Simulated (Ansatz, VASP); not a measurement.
One calculation of RuS, two programs

```xyz
2
Lattice="0.0000 2.4501 2.4501 2.4501 0.0000 2.4501 2.4501 2.4501 0.0000" Properties=species:S:1:pos:R:3 pbc="T T T"
Ru    2.4501    2.4501    2.4501
S     0.0000    0.0000    0.0000
```

Alike in both runs: task single point; functional PBEsol; k mesh 10 × 10 × 10; occupations gaussian, width 0.05 eV; no spin polarisation.

```csv
,VASP,Ansatz
version,VASP 6.6.1,Ansatz 0.2.0
potentials or method,"VASP PAW PBE potentials, release 64 (Ru_pv, S), cutoff 520 eV","scalar-relativistic, plane waves, PAW"
valence electrons in the cell,20,22
```

|  | VASP | Ansatz | Ansatz less VASP |
| --- | --- | --- | --- |
| gap on the k mesh at the Fermi level (eV) | none | none | - |
| pressure (GPa) | -7.0 | -7.0 | 0.00 |

VASP's potentials were made for PBE, not for PBEsol. A gap of «none» marks a metal or a gap that the smearing closes. The functional is the same, so the differences come from potentials, cutoffs and numerics. VASP's potentials hold 20 valence electrons a cell and Ansatz's 22, so a difference there can come from the potentials and not from the codes.
